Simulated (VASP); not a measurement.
The system is PbS.

```
Pb S
1.0
     0.00000    2.95500    2.95500
     2.95500    0.00000    2.95500
     2.95500    2.95500    0.00000
Pb S
1 1
Direct
  0.00000 0.00000 0.00000
  0.50000 0.50000 0.50000
```

* Program: VASP 6.6.1
* Task: relaxation of cell and atoms
* Functional: r2SCAN
* Potentials or basis: VASP PAW PBE potentials, release 64 (Pb_d, S)
* Cutoff: 600 eV
* k mesh: 10 × 10 × 10
* Occupations: gaussian, width 0.01 eV
* Spin: no spin polarisation

At the start: pressure 2.1 GPa; volume 25.80 Å³/atom.

Problem. Where does the relaxation end?

Solution. Over 3 steps the energy falls by 5.4 meV/atom and the volume is 26.67 Å³/atom (+3.3 %); space group Fm-3m (No. 225, to 0.1 Å) before and after.

The path:
```csv
step,energy change (eV),largest force (eV/Å),pressure (GPa),volume (Å³)
1,0.0000,0.0000,2.06,51.61
2,-0.0087,0.0000,-0.82,54.12
3,-0.0107,0.0000,0.00,53.33
```

Final structure:
```
Pb S
1.0
     0.00000    2.98756    2.98756
     2.98756    0.00000    2.98756
     2.98756    2.98756    0.00000
Pb S
1 1
Cartesian
  0.0000 0.0000 0.0000
  2.9876 2.9876 2.9876
```

Caveat: the PAW data sets were made with another functional, which shifts forces and pressure a little.
